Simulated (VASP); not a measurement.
Input of a VASP 6.6.1 run:

File INCAR:

```
SYSTEM = Al6N
PREC = Accurate
ENCUT = 520
EDIFF = 1E-6
ISMEAR = 0
SIGMA = 0.1
LREAL = .False.
LASPH = .True.
NELM = 60
ALGO = Normal
ISIF = 2
LWAVE = .False.
LCHARG = .True.
LDIPOL = .True.
IDIPOL = 3
DIPOL = 0.5 0.5 0.293
GGA = PE
LELF = .True.
LVHAR = .True.
LVACPOTAV = .True.
NBANDS = 36
```

Contents of KPOINTS:

```
regular mesh
0
Gamma
  5 5 1
  0 0 0
```

The input POSCAR:

```
Al6N
1.0
    5.7143028096      0.0000000000      0.0000000000
    0.0000000000      5.7143028096      0.0000000000
    0.0000000000      0.0000000000     22.1750227687
Al N
12 2
Direct
    0.2500000000      0.2500000000      0.1803831293
    0.2500000000      0.7500000000      0.1803831293
    0.7500000000      0.2500000000      0.1803831293
    0.7500000000      0.7500000000      0.1803831293
    0.0000000000      0.0000000000      0.2744094920
    0.0000000000      0.5000000000      0.2744094920
    0.5000000000      0.0000000000      0.2744094920
    0.5000000000      0.5000000000      0.2744094920
    0.2500000000      0.2500000000      0.3686590473
    0.2500000000      0.7500000000      0.3686590473
    0.7500000000      0.2500000000      0.3686590473
    0.7500000000      0.7500000000      0.3686590473
    0.3385629830      0.5000000000      0.4047356732
    0.6614370170      0.5000000000      0.4047356732
```

Potentials or basis: VASP PAW PBE potentials, release 64 (Al, N).

Run with:

```bash
$ cat potpaw_PBE.64/Al/POTCAR potpaw_PBE.64/N/POTCAR > POTCAR
$ mpirun -np 1 vasp_std > vasp.out
```

(1) What does it give for the band gap on the k mesh?

(2) Estimate the largest force.

## Answers

(1) zero (bands 23 and 24 overlap by 0.53 eV).

(2) 4.169 eV/Å.
